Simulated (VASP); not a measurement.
# GaN (F-43m) in VASP: further runs, part 2 of 2

VASP 6.6.1.

## (6) Single point, PBE, non-collinear spin, zero start, spin-orbit coupling

Input file INCAR:

```
SYSTEM = GaN
PREC     = Accurate       ! precision mode
ENCUT    = 520            ! plane-wave cutoff, eV
EDIFF    = 1E-6           ! SCF threshold, eV
ISMEAR   = 0              ! smearing method
SIGMA    = 0.01           ! smearing width, eV
LREAL    = .FALSE.        ! projectors in reciprocal space
LASPH    = .TRUE.         ! aspherical terms in the spheres
NELM     = 150            ! most SCF steps
ALGO     = Normal         ! electronic algorithm
ISIF     = 2              ! what is computed and relaxed
LWAVE    = .FALSE.        ! write WAVECAR
LCHARG   = .FALSE.        ! write CHGCAR
MAGMOM   = 0 0 0 0 0 0    ! initial moments
LORBIT   = 11             ! projections on sites
LSORBIT  = .TRUE.         ! spin-orbit coupling
GGA_COMPAT= .FALSE.      
LORBMOM  = .TRUE.       
GGA      = PE             ! functional
NBANDS   = 30             ! bands
```

Input file KPOINTS:

```
Automatic mesh
0
G
  8 8 8
  0 0 0
```

Input file POSCAR:

```
GaN
1.0
    0.0000000000      2.2489525415      2.2489525415
    2.2489525415      0.0000000000      2.2489525415
    2.2489525415      2.2489525415      0.0000000000
Ga N
1 1
Direct
    0.0000000000      0.0000000000      0.0000000000
    0.2500000000      0.2500000000      0.2500000000
```

Potentials or basis: VASP PAW PBE potentials, release 64 (Ga_d, N).

The run is started by

```sh
$ cat potpaw_PBE.64/Ga_d/POTCAR potpaw_PBE.64/N/POTCAR > POTCAR
$ mpirun -np 1 vasp_ncl > vasp.out
```

OUTCAR:

```text
SYSTEM = GaN
   PREC = Accurate
   ENCUT = 520
   EDIFF = 1E-6
   ISMEAR = 0
   LREAL = .FALSE.
   LASPH = .TRUE.
   NELM = 150
   ISIF = 2
   LORBIT = 11
   LSORBIT = .TRUE.
   GGA = PE

 ion  position               nearest neighbor table
   1  0.000  0.000  0.000-   2 1.95   2 1.95   2 1.95   2 1.95
   2  0.250  0.250  0.250-   1 1.95   1 1.95   1 1.95   1 1.95

  LATTYP: Found a face centered cubic cell.
 ALAT       =     4.4979050830

  Lattice vectors:

 A1 = (   0.0000000000,   2.2489525415,   2.2489525415)
 A2 = (   2.2489525415,   0.0000000000,   2.2489525415)
 A3 = (   2.2489525415,   2.2489525415,   0.0000000000)

Analysis of symmetry for initial positions (statically):
=====================================================================
 Subroutine PRICEL returns:
 Original cell was already a primitive cell.

 Routine SETGRP: Setting up the symmetry group for a
 face centered cubic supercell.

 Subroutine GETGRP returns: Found 24 space group operations
 (whereof 24 operations were pure point group operations)
 out of a pool of 48 trial point group operations.

The static configuration has the point symmetry T_d .

Analysis of symmetry for dynamics (positions and initial velocities):
=====================================================================
 Subroutine PRICEL returns:
 Original cell was already a primitive cell.

 Routine SETGRP: Setting up the symmetry group for a
 face centered cubic supercell.

 Subroutine GETGRP returns: Found 24 space group operations
 (whereof 24 operations were pure point group operations)
 out of a pool of 48 trial point group operations.

The dynamic configuration has the point symmetry T_d .

Analysis of structural, dynamic, and magnetic symmetry:
=====================================================================
 Subroutine PRICEL returns:
 Original cell was already a primitive cell.

 Routine SETGRP: Setting up the symmetry group for a
[... 1000 lines left out ...]

 # of ion     p       d       tot
 ----------------------------------------
  1         0.000  -0.000   0.000
  2         0.000   0.000   0.000
 ----------------------------------------
            0.000  -0.000   0.000

 orbital moment (z)

 # of ion     p       d       tot
 ----------------------------------------
  1         0.000   0.000   0.000
  2        -0.000   0.000  -0.000
 ----------------------------------------
           -0.000   0.000   0.000

 Spin-Orbit-Coupling matrix elements

 Ion:    1  E_soc:     -0.0108116
 l=   1
     0.0000000    -0.0009799    -0.0009799
    -0.0009799     0.0000000    -0.0009799
    -0.0009799    -0.0009799     0.0000000
 l=   2
     0.0000000    -0.0001715     0.0000000    -0.0001715    -0.0006505
    -0.0001715     0.0000000    -0.0004879    -0.0001715    -0.0001626
     0.0000000    -0.0004879     0.0000000    -0.0004879     0.0000000
    -0.0001715    -0.0001715    -0.0004879     0.0000000    -0.0001626
    -0.0006505    -0.0001626     0.0000000    -0.0001626     0.0000000
 l=   3
     0.0000000     0.0000000     0.0000000     0.0000000     0.0000000     0.0000000     0.0000000
     0.0000000     0.0000000     0.0000000     0.0000000     0.0000000     0.0000000     0.0000000
     0.0000000     0.0000000     0.0000000     0.0000000     0.0000000     0.0000000     0.0000000
     0.0000000     0.0000000     0.0000000     0.0000000     0.0000000     0.0000000     0.0000000
     0.0000000     0.0000000     0.0000000     0.0000000     0.0000000     0.0000000     0.0000000
     0.0000000     0.0000000     0.0000000     0.0000000     0.0000000     0.0000000     0.0000000
     0.0000000     0.0000000     0.0000000     0.0000000     0.0000000     0.0000000     0.0000000

 Ion:    2  E_soc:     -0.0000959
 l=   1
     0.0000000    -0.0000160    -0.0000160
    -0.0000160     0.0000000    -0.0000160
    -0.0000160    -0.0000160     0.0000000
 l=   2
     0.0000000     0.0000000     0.0000000     0.0000000     0.0000000
     0.0000000     0.0000000     0.0000000     0.0000000     0.0000000
     0.0000000     0.0000000     0.0000000     0.0000000     0.0000000
     0.0000000     0.0000000     0.0000000     0.0000000     0.0000000
     0.0000000     0.0000000     0.0000000     0.0000000     0.0000000
 l=   3
     0.0000000     0.0000000     0.0000000     0.0000000     0.0000000     0.0000000     0.0000000
     0.0000000     0.0000000     0.0000000     0.0000000     0.0000000     0.0000000     0.0000000
     0.0000000     0.0000000     0.0000000     0.0000000     0.0000000     0.0000000     0.0000000
     0.0000000     0.0000000     0.0000000     0.0000000     0.0000000     0.0000000     0.0000000
     0.0000000     0.0000000     0.0000000     0.0000000     0.0000000     0.0000000     0.0000000
     0.0000000     0.0000000     0.0000000     0.0000000     0.0000000     0.0000000     0.0000000
     0.0000000     0.0000000     0.0000000     0.0000000     0.0000000     0.0000000     0.0000000

 total charge

# of ion       s       p       d       tot
------------------------------------------
    1        0.791   0.906  10.182  11.878
    2        1.224   2.524   0.000   3.748
--------------------------------------------------
tot          2.015   3.429  10.182  15.626

 magnetization (x)

# of ion       s       p       d       tot
------------------------------------------
    1        0.000   0.000  -0.000   0.000
    2       -0.000  -0.000   0.000  -0.000
--------------------------------------------------
tot         -0.000  -0.000  -0.000  -0.000

 magnetization (y)

# of ion       s       p       d       tot
------------------------------------------
    1        0.000  -0.000   0.000  -0.000
    2        0.000   0.000   0.000   0.000
--------------------------------------------------
tot          0.000   0.000   0.000   0.000

 magnetization (z)

# of ion       s       p       d       tot
------------------------------------------
    1       -0.000   0.000  -0.000   0.000
    2       -0.000  -0.000   0.000  -0.000
--------------------------------------------------
tot         -0.000  -0.000  -0.000  -0.000
```

OSZICAR:

```text
N       E                     dE             d eps       ncg     rms          rms(c)
DAV:   1     0.141418542556E+03    0.14142E+03   -0.84485E+03  3122   0.220E+03
DAV:   2     0.525852225321E+01   -0.13616E+03   -0.12565E+03  2628   0.485E+02
DAV:   3    -0.135203735528E+02   -0.18779E+02   -0.18437E+02  2942   0.131E+02
DAV:   4    -0.141410899082E+02   -0.62072E+00   -0.61948E+00  2966   0.263E+01
DAV:   5    -0.141526677954E+02   -0.11578E-01   -0.11577E-01  2994   0.359E+00    0.773E+00
DAV:   6    -0.121155719696E+02    0.20371E+01   -0.36545E+00  4218   0.427E+01    0.236E+00
DAV:   7    -0.121511937561E+02   -0.35622E-01   -0.56934E-01  2760   0.776E+00    0.184E+00
DAV:   8    -0.121540003860E+02   -0.28066E-02   -0.79625E-02  3918   0.436E+00    0.110E+00
DAV:   9    -0.121427678843E+02    0.11233E-01   -0.24988E-02  3836   0.367E+00    0.265E-01
DAV:  10    -0.121433501574E+02   -0.58227E-03   -0.27210E-03  3332   0.711E-01    0.196E-01
DAV:  11    -0.121432289431E+02    0.12121E-03   -0.44358E-04  3870   0.583E-01    0.566E-02
DAV:  12    -0.121432353329E+02   -0.63898E-05   -0.83137E-05  2870   0.783E-02    0.473E-02
DAV:  13    -0.121432339656E+02    0.13673E-05   -0.13920E-05  3572   0.520E-02    0.122E-02
DAV:  14    -0.121432345228E+02   -0.55719E-06   -0.34719E-06  2788   0.192E-02
   1 F= -.12143235E+02 E0= -.12143235E+02  d E =-.595281-109  mag=     0.0000    -0.0000     0.0000
```

stdout:

```text
POSCAR found type information on POSCAR GaN
 POSCAR found :  2 types and       2 ions
 scaLAPACK will be used
 LDA part: xc-table for (Slater+PW92), standard interpolation
 POSCAR, INCAR and KPOINTS ok, starting setup
 FFT: planning ... GRIDC
 FFT: planning ... GRID_SOFT
 FFT: planning ... GRID
 WAVECAR not read
 entering main loop
```

Wall time 53 s (1 thread of Intel Xeon Platinum 8259CL at 2.50GHz (Skylake/Cascade Lake), shared host); peak memory 0.22 GiB.

What came out:

```
Free energy                                           : -12.1432 eV
Pressure                                              : 6.3 GPa
Net moment                                            : 0.00 μB per cell
Valence electrons inside the program's atomic spheres : Ga 11.88; N 3.75
```

Moments on the atoms (μB; x, y, z):
```
Ga  0.00 0.00 0.00
N   0.00 0.00 0.00
```

## (7) Overview

```csv
level,potentials or basis,spin,gap on the mesh (eV),pressure (GPa)
PBE,"VASP PAW PBE potentials, release 64 (Ga_d, N)",off,1.76,6.2
LDA,"VASP PAW LDA potentials, release 64 (Ga_d, N)",off,1.79,-4.4
r2SCAN,"VASP PAW PBE potentials, release 64 (Ga_d, N)",off,2.16,1.1
PBE,"VASP PAW PBE potentials, release 64 (Ga_d, N)","non-collinear, zero start, SOC",-,6.3
```

Alike in all rows: task single point; cell as given; k mesh 8 × 8 × 8; cutoff (eV) 520; smearing gaussian 0.01 eV.

Caveats: the PAW data sets were made with another functional, which shifts forces and pressure a little (some runs).

Absolute energies hang on the potentials; compare differences alone.
